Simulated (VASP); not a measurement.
ZnO, 4 atoms in the cell. It takes space group P6_3mc (No. 186, hexagonal). Conventional cell: a = 3.226 Å, b = 3.226 Å, c = 5.195 Å, α = 90.00°, β = 90.00°, γ = 120.00°. Zn (site symmetry 3m) has 4 O at 1.96 to 1.97 Å within 2.6 Å. Within 2.6 Å of O (site symmetry 3m) lie 4 Zn at 1.96 to 1.97 Å. 

```yaml
Program: VASP 6.6.1
Task: single point
Functional: r2SCAN
Dispersion: rVV10
Potentials_or_basis: VASP PAW PBE potentials, release 64 (Zn, O)
Cutoff: 520 eV
k_mesh: 9 × 9 × 6
Occupations: gaussian, width 0.02 eV
Spin: no spin polarisation
Dipole_correction: no
Further_INCAR_settings: ALGO = Normal; EDIFF = 1e-06; NBANDS = 26
```

Potentials or basis: VASP PAW PBE potentials, release 64 (Zn, O).

Command:

```console
$ cat potpaw_PBE.64/Zn/POTCAR potpaw_PBE.64/O/POTCAR > POTCAR
$ cp INCAR.step1 INCAR
$ mpirun -np 1 vasp_std > vasp.out
$ cp INCAR.step2 INCAR
$ mpirun -np 1 vasp_std > vasp.out
```

Hardware: 1 thread of AMD EPYC 9R45 96-Core Processor (Zen 5), on a shared host.

Question: Estimate the wall time of this run.

Answer: Wall time 2.1 min on 1 thread of AMD EPYC 9R45 96-Core Processor (Zen 5), with other jobs on the host, peak memory 0.27 GiB. Counts: k points 48.
